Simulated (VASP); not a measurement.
A run of VASP 6.6.1 is set up as follows.

File INCAR:

```
ALGO = Fast
EDIFF = 1E-6
ENCUT = 520
GGA = PS
ISIF = 2
ISMEAR = 0
LASPH = True
LCHARG = True
LELF = True
LREAL = False
LVHAR = True
LWAVE = False
NBANDS = 18
NELM = 80
PREC = Accurate
SIGMA = 0.1
```

KPOINTS

```
k-points
0
Gamma
  8 8 4
```

The input POSCAR:

```
Au
1.0
    2.7591137266     -0.0597419990      0.3339258172
   -0.0725374660      2.9516738329      0.3856227704
   -0.5059505464     -0.5404441526      4.0613336124
Au
2
Direct
    0.2499237993      0.2500344172      0.7501894227
    0.7500762007      0.7499655828      0.2498105773
```

Potentials or basis: VASP PAW PBE potentials, release 64 (Au).

The run is started by

```bash
$ cat potpaw_PBE.64/Au/POTCAR > POTCAR
$ mpirun -np 1 vasp_std > vasp.out
```

**Question.** Predict the largest force.

**Answer.** 0.012 eV/Å.

**Question.** Estimate the pressure.

**Answer.** -0.2 GPa.

**Question.** Predict the band gap on the k mesh.

**Answer.** Zero (band 11 reaches 14.12 eV, above the bottom of band 12 at 6.70 eV).

Forces on the atoms (eV/Å):
```
Au   0.002  0.001 -0.012
Au  -0.002 -0.001  0.012
```

Caveat: the k points lie up to 0.38 Å⁻¹ apart; the PAW data sets were made with another functional, which shifts forces and pressure a little; spin-orbit coupling is left out, which moves the levels of the heavy elements.
